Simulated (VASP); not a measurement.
# ZnC3 (Fd-3m) in VASP: further runs

Runs on ZnC3. Level: PBE. Tasks: single point, relaxation of cell and atoms.

Program: VASP 6.6.1. These are calculated values, not measurements. Logs are shortened: lines on timing, memory, paths and dates and some standing lists are left out, and cuts for length are marked.

### Step 1. The cell of the first run

It takes space group Fd-3m (No. 227, cubic). Conventional cell: a = 6.810 Å, b = 6.810 Å, c = 6.810 Å, α = 90.00°, β = 90.00°, γ = 90.00°. Within 3.7 Å of Zn (site symmetry -43m) lie 22 C at 2.82 to 3.40 Å and 4 Zn at 2.95 Å. Within 2.0 Å of C (site symmetry -3m) lie 2 C at 1.47 Å. C (site symmetry -43m) has 4 C at 1.47 Å within 2.0 Å.

### Step 2. Single point, PBE

Contents of INCAR:

```
PREC     = Accurate       # precision mode
ENCUT    = 520            # plane-wave cutoff, eV
EDIFF    = 1E-6           # SCF threshold, eV
ISMEAR   = 0              # smearing method
SIGMA    = 0.1            # smearing width, eV
LREAL    = False          # projectors in reciprocal space
LASPH    = True           # aspherical terms in the spheres
NELM     = 100            # most SCF steps
ALGO     = Normal         # electronic algorithm
ISIF     = 2              # what is computed and relaxed
LWAVE    = False          # write WAVECAR
LCHARG   = False          # write CHGCAR
GGA      = PE             # functional
NBANDS   = 34             # bands
```

Contents of KPOINTS:

```
Automatic mesh
0
Gamma
  10 10 10
```

Contents of POSCAR:

```
ZnC3
1.0
    0.0000000000      3.4049907393      3.4049907393
    3.4049907393      0.0000000000      3.4049907393
    3.4049907393      3.4049907393      0.0000000000
Zn C
2 6
Direct
    0.5000000000      0.5000000000      0.5000000000
    0.7500000000      0.7500000000      0.7500000000
    0.1250000000      0.1250000000      0.1250000000
    0.1250000000      0.1250000000      0.6250000000
    0.1250000000      0.6250000000      0.1250000000
    0.6250000000      0.1250000000      0.1250000000
    0.2500000000      0.2500000000      0.2500000000
    0.0000000000      0.0000000000      0.0000000000
```

Potentials or basis: VASP PAW PBE potentials, release 64 (Zn, C).

On the command line:

```
$ cat potpaw_PBE.64/Zn/POTCAR potpaw_PBE.64/C/POTCAR > POTCAR
$ mpirun -np 1 vasp_std > vasp.out
```

OUTCAR:

```text
PREC = Accurate
   ENCUT = 520
   EDIFF = 1E-6
   ISMEAR = 0
   LREAL = False
   LASPH = True
   NELM = 100
   ISIF = 2
   GGA = PE

 ion  position               nearest neighbor table
   1  0.500  0.500  0.500-   2 2.95   2 2.95   2 2.95   2 2.95
   2  0.750  0.750  0.750-   1 2.95   1 2.95   1 2.95   1 2.95
   3  0.125  0.125  0.125-   7 1.47   8 1.47
   4  0.125  0.125  0.625-   7 1.47   8 1.47
   5  0.125  0.625  0.125-   7 1.47   8 1.47
   6  0.625  0.125  0.125-   7 1.47   8 1.47
   7  0.250  0.250  0.250-   3 1.47   4 1.47   5 1.47   6 1.47
   8  0.000  0.000  0.000-   3 1.47   4 1.47   5 1.47   6 1.47

  LATTYP: Found a face centered cubic cell.
 ALAT       =     6.8099814786

  Lattice vectors:

 A1 = (   0.0000000000,   3.4049907393,   3.4049907393)
 A2 = (   3.4049907393,   0.0000000000,   3.4049907393)
 A3 = (   3.4049907393,   3.4049907393,   0.0000000000)

Analysis of symmetry for initial positions (statically):
=====================================================================
 Subroutine PRICEL returns:
 Original cell was already a primitive cell.

 Routine SETGRP: Setting up the symmetry group for a
 face centered cubic supercell.

 Subroutine GETGRP returns: Found 48 space group operations
 (whereof 24 operations were pure point group operations)
 out of a pool of 48 trial point group operations.

The static configuration has the point symmetry T_d .
 The point group associated with its full space group is O_h .

Analysis of symmetry for dynamics (positions and initial velocities):
=====================================================================
 Subroutine PRICEL returns:
 Original cell was already a primitive cell.

 Routine SETGRP: Setting up the symmetry group for a
 face centered cubic supercell.

 Subroutine GETGRP returns: Found 48 space group operations
 (whereof 24 operations were pure point group operations)
 out of a pool of 48 trial point group operations.

The dynamic configuration has the point symmetry T_d .
 The point group associated with its full space group is O_h .

 Subroutine INISYM returns: Found 48 space group operations
 (whereof 24 operations are pure point group operations),
 and found     1 'primitive' translations

----------------------------------------------------------------------------------------

                                     Primitive cell

  volume of cell :      78.9547

  direct lattice vectors                    reciprocal lattice vectors
     0.000000000  3.404990739  3.404990739    -0.146843277  0.146843277  0.146843277
     3.404990739  0.000000000  3.404990739     0.146843277 -0.146843277  0.146843277
     3.404990739  3.404990739  0.000000000     0.146843277  0.146843277 -0.146843277

  length of vectors
     4.815384083  4.815384083  4.815384083     0.254340017  0.254340017  0.254340017

  position of ions in fractional coordinates (direct lattice)
     0.500000000  0.500000000  0.500000000
     0.750000000  0.750000000  0.750000000
     0.125000000  0.125000000  0.125000000
     0.125000000  0.125000000  0.625000000
     0.125000000  0.625000000  0.125000000
     0.625000000  0.125000000  0.125000000
     0.250000000  0.250000000  0.250000000
     0.000000000  0.000000000  0.000000000

  ion indices of the primitive-cell ions
   primitive index   ion index
                 1           1
                 2           2
                 3           3
                 4           4
                 5           5
                 6           6
                 7           7
                 8           8

----------------------------------------------------------------------------------------

 KPOINTS: Automatic mesh

Automatic generation of k-mesh.
 Grid dimensions read from file:
 generate k-points for:   10   10   10

 Generating k-lattice:

  Cartesian coordinates                     Fractional coordinates (reciprocal lattice)
    -0.014684328  0.014684328  0.014684328     0.100000000  0.000000000  0.000000000
     0.014684328 -0.014684328  0.014684328     0.000000000  0.100000000  0.000000000
     0.014684328  0.014684328 -0.014684328     0.000000000  0.000000000  0.100000000

  Length of vectors
     0.025434002  0.025434002  0.025434002

  Shift w.r.t. Gamma in fractional coordinates (k-lattice)
     0.000000000  0.000000000  0.000000000

 Subroutine IBZKPT returns following result:
 ===========================================

 Found     47 irreducible k-points:

 Following reciprocal coordinates:
            Coordinates               Weight
  0.000000  0.000000  0.000000      1.000000
  0.100000  0.000000  0.000000      8.000000
  0.200000  0.000000  0.000000      8.000000
  0.300000  0.000000  0.000000      8.000000
  0.400000  0.000000  0.000000      8.000000
  0.500000  0.000000  0.000000      4.000000
[... 16 lines left out ...]
  0.300000  0.300000  0.000000      6.000000
  0.400000  0.300000  0.000000     24.000000
 [... further k-points ...]
   k-points           NKPTS =     47   k-points in BZ     NKDIM =     47   number of bands    NBANDS=     34
   number of dos      NEDOS =    301   number of ions     NIONS =      8
   total plane-waves  NPLWV =  46656
   dimension x,y,z NGX =    36 NGY =   36 NGZ =   36
   dimension x,y,z NGXF=    72 NGYF=   72 NGZF=   72
   ions per type =               2   6
   NGX,Y,Z   is equivalent  to a cutoff of  12.43, 12.43, 12.43 a.u.
   NGXF,Y,Z  is equivalent  to a cutoff of  24.86, 24.86, 24.86 a.u.
 SYSTEM =  unknown system
   PREC   = accura    normal or accurate (medium, high low for compatibility)
   ISTART =      0    job   : 0-new  1-cont  2-samecut
   ICHARG =      2    charge: 1-file 2-atom 10-const
   ISPIN  =      1    spin polarized calculation?
   LNONCOLLINEAR =      F non collinear calculations
   LSORBIT =      F    spin-orbit coupling
   LASPH  =      T    aspherical Exc in radial PAW
   ENCUT  =  520.0 eV  38.22 Ry    6.18 a.u.   8.95  8.95  8.95*2*pi/ulx,y,z
   NELM   =    100;   NELMIN=  2; NELMDL= -5     # of ELM steps
   EDIFF  = 0.1E-05   stopping-criterion for ELM
   LREAL  =      F    real-space projection
   EDIFFG = 0.1E-04   stopping-criterion for IOM
   NSW    =      0    number of steps for IOM
   IBRION =     -1    ionic relax: 0-MD 1-quasi-New 2-CG
   NFREE  =      0    steps in history (QN), initial steepest desc. (CG)
   ISIF   =      2    stress and relaxation
   ISYM   =      2    0-nonsym 1-usesym 2-fastsym
   POTIM  = 0.5000    time-step for ionic-motion
   TEBEG  =    0.0;   TEEND  =   0.0 temperature during run
   PSTRESS=    0.0 pullay stress
   NELECT =      48.0000    total number of electrons
   NUPDOWN=      -1.0000    fix difference up-down
   EMIN   =  10.00;   EMAX   =-10.00  energy-range for DOS
   EFERMI =   0.00;   METHOD = LEGACY
   ISMEAR =     0;   SIGMA  =   0.10  broadening in eV -4-tet -1-fermi 0-gaus
   EFERMI_NEDOS =   21; number of points for ismear=-14 and -15
   IALGO  =     38    algorithm
   IMIX   =      4    mixing-type and parameters
     AMIX     =   0.40;   BMIX     =  1.00
     AMIX_MAG =   1.60;   BMIX_MAG =  1.00
  volume/ion in A,a.u.               =       9.87        66.60
  Fermi-wavevector in a.u.,A,eV,Ry     =   1.386849  2.620765 26.168783  1.923351
  Thomas-Fermi vector in A             =   2.511126
   LORBIT       =      0    0 simple, 1 ext, 2 COOP (PROOUT), +10 PAW based schemes
   GGA     = PE    functional components
   LHFCALC =     F    Hartree Fock is set to
   AEXX    =    0.0000 exact exchange contribution
   IVDW    =     0    specifies the selected vdW correction
   LEPSILON=     F    determine dielectric tensor
   LRPA    =     F    only Hartree local field effects (RPA)
 non-spin polarized calculation
 Gauss-broadening in eV      SIGMA  =   0.10
  energy-cutoff  :      520.00
  volume of cell :       78.95
 maximum number of plane-waves:      2154
   NGX = 17   NGY = 17   NGZ = 17

 number of electron      48.0000020 magnetization

 Free energy of the ion-electron system (eV)
  ---------------------------------------------------
  ext. energy  EPLUGINS =         0.00000000
  ---------------------------------------------------
  free energy    TOTEN  =       -41.95115244 eV

  energy without entropy =      -41.93580277  energy(sigma->0) =      -41.94347760

 E-fermi :   5.1366     XC(G=0): -11.5185

 val. band max:        5.1357165275   @ k =   0.5000   0.4000   0.1000
 cond. band min:       5.1431457861   @ k =  -0.4000   0.4000   0.2000
 fundamental gap:      0.0074292586
 Fermi energy:         5.1366242230

 k-point     1 :       0.0000    0.0000    0.0000
  band No.  band energies     occupation
      1     -14.2503      2.00000
      2     -11.0718      2.00000
      3      -7.1006      2.00000
      4      -7.1006      2.00000
      5      -7.1006      2.00000
      6      -4.5567      2.00000
[... 26 lines left out ...]
     33      12.4146      0.00000
     34      12.4146      0.00000

 k-point     2 :       0.1000    0.0000    0.0000
  band No.  band energies     occupation
      1     -14.2067      2.00000
      2     -11.1719      2.00000
      3      -7.1378      2.00000
      4      -7.1378      2.00000
      5      -7.0629      2.00000
      6      -4.5337      2.00000
[... 26 lines left out ...]
     33      12.4910      0.00000
     34      12.4998      0.00000

 k-point     3 :       0.2000    0.0000    0.0000
  band No.  band energies     occupation
      1     -14.0816      2.00000
      2     -11.4341      2.00000
      3      -7.2281      2.00000
      4      -7.2281      2.00000
      5      -6.9988      2.00000
      6      -4.4134      2.00000
[... 26 lines left out ...]
     33      12.5813      0.00000
     34      12.5859      0.00000
[... 704 lines left out ...]
 k-point    23 :       0.3000    0.3000    0.0000
  band No.  band energies     occupation
      1     -13.7466      2.00000
      2     -12.0011      2.00000
      3      -7.5649      2.00000
      4      -7.5649      2.00000
      5      -6.2389      2.00000
      6      -5.1220      2.00000
[... 26 lines left out ...]
     33      12.7093      0.00000
     34      13.2869      0.00000

 k-point    24 :       0.4000    0.3000    0.0000
  band No.  band energies     occupation
      1     -13.5605      2.00000
      2     -12.2634      2.00000
      3      -7.6840      2.00000
      4      -7.6304      2.00000
      5      -6.0443      2.00000
      6      -5.1450      2.00000
[... 26 lines left out ...]
     33      12.9097      0.00000
     34      13.1110      0.00000

 [... further k-points ...]

------------------------ aborting loop because EDIFF is reached ----------------------------------------

  FORCE on cell =-STRESS in cart. coord.  units (eV):
  Direction    XX          YY          ZZ          XY          YZ          ZX
  --------------------------------------------------------------------------------------
  -------------------------------------------------------------------------------------
  Total        0.1143238      0.1143238      0.1143238     -0.0000000      0.0000000     -0.0000000
  in kB        2.3199013      2.3199013      2.3199013     -0.0000000      0.0000000     -0.0000000
  external PRESSURE =       2.3199013 kB  Pullay stress =       0.0000000 kB

 VOLUME and BASIS-vectors are now :
 -----------------------------------------------------------------------------
  energy-cutoff  :      520.00
  volume of cell :       78.95
      direct lattice vectors                 reciprocal lattice vectors
     0.000000000  3.404990739  3.404990739    -0.146843277  0.146843277  0.146843277
     3.404990739  0.000000000  3.404990739     0.146843277 -0.146843277  0.146843277
     3.404990739  3.404990739  0.000000000     0.146843277  0.146843277 -0.146843277

 POSITION                                       TOTAL-FORCE (eV/Angst)
 -----------------------------------------------------------------------------------
      3.40499      3.40499      3.40499        -0.000000     -0.000000     -0.000000
      5.10749      5.10749      5.10749         0.000000      0.000000      0.000000
      0.85125      0.85125      0.85125        -0.000000     -0.000000     -0.000000
      2.55374      2.55374      0.85125        -0.000000     -0.000000     -0.000000
      2.55374      0.85125      2.55374        -0.000000     -0.000000     -0.000000
      0.85125      2.55374      2.55374        -0.000000     -0.000000     -0.000000
      1.70250      1.70250      1.70250         0.000000      0.000000      0.000000
      0.00000      0.00000      0.00000        -0.000000     -0.000000     -0.000000
 -----------------------------------------------------------------------------------
    total drift:                                0.000000      0.000000      0.000000

  FREE ENERGIE OF THE ION-ELECTRON SYSTEM (eV)
  ---------------------------------------------------
  free  energy   TOTEN  =       -41.9511524361 eV

  energy  without entropy=      -41.9358027721  energy(sigma->0) =      -41.94347760
```

Wall time 2.9 min (1 thread of Intel Xeon Platinum 8259CL at 2.50GHz (Skylake/Cascade Lake), shared host); peak memory 0.25 GiB.

What came out:

* Free energy: -41.9512 eV
* Pressure: 0.2 GPa
* Band gap on the k mesh: zero (band 24 reaches 5.21 eV, above the bottom of band 25 at 5.09 eV)

### Step 3. Relaxation of cell and atoms, PBE

Contents of INCAR:

```
PREC = Accurate
ENCUT = 600
EDIFF = 1E-6
ISMEAR = 0
SIGMA = 0.1
LREAL = False
LASPH = True
NELM = 100
ALGO = Normal
ISIF = 3
LWAVE = False
LCHARG = False
GGA = PE
IBRION = 2
NSW = 100
EDIFFG = -0.01
```

KPOINTS is that of step 2.

POSCAR is that of step 2.

Potentials or basis: VASP PAW PBE potentials, release 64 (Zn, C).

On the command line:

```
$ cat potpaw_PBE.64/Zn/POTCAR potpaw_PBE.64/C/POTCAR > POTCAR
$ mpirun -np 1 vasp_std > vasp.out
```

Wall time 3.5 min (1 thread of Intel Xeon Platinum 8259CL at 2.50GHz (Skylake/Cascade Lake), shared host); peak memory 0.3 GiB.

It converged, with:

```
Free energy             : -41.9609 eV
Pressure after relaxing : 0.0 GPa
Band gap on the k mesh  : zero (band 24 reaches 5.20 eV, above the bottom of band 25 at 5.09 eV)
```

Final structure:
```
CELL_PARAMETERS angstrom
0.00000 3.40499 3.40499
3.40499 0.00000 3.40499
3.40499 3.40499 0.00000
ATOMIC_POSITIONS crystal
Zn 0.50000 0.50000 0.50000
Zn 0.75000 0.75000 0.75000
C 0.12500 0.12500 0.12500
C 0.12500 0.12500 0.62500
C 0.12500 0.62500 0.12500
C 0.62500 0.12500 0.12500
C 0.25000 0.25000 0.25000
C 0.00000 0.00000 0.00000
```

Levels at points of the mesh, in eV from the Fermi level:
| k point | band 22 | band 23 | band 24 | band 25 | band 26 | band 27 |
| --- | --- | --- | --- | --- | --- | --- |
| (0.00, 0.00, 0.00) | -0.96 | -0.96 | -0.96 | 1.55 | 1.55 | 1.55 |
| (0.50, 0.00, 0.00) | -2.06 | -1.63 | -1.63 | 0.43 | 0.82 | 0.82 |
| (0.50, 0.50, 0.00) | -2.29 | -0.89 | -0.89 | 1.09 | 1.09 | 1.46 |

Caveat: the relaxation stopped at its first step, so nothing moved.
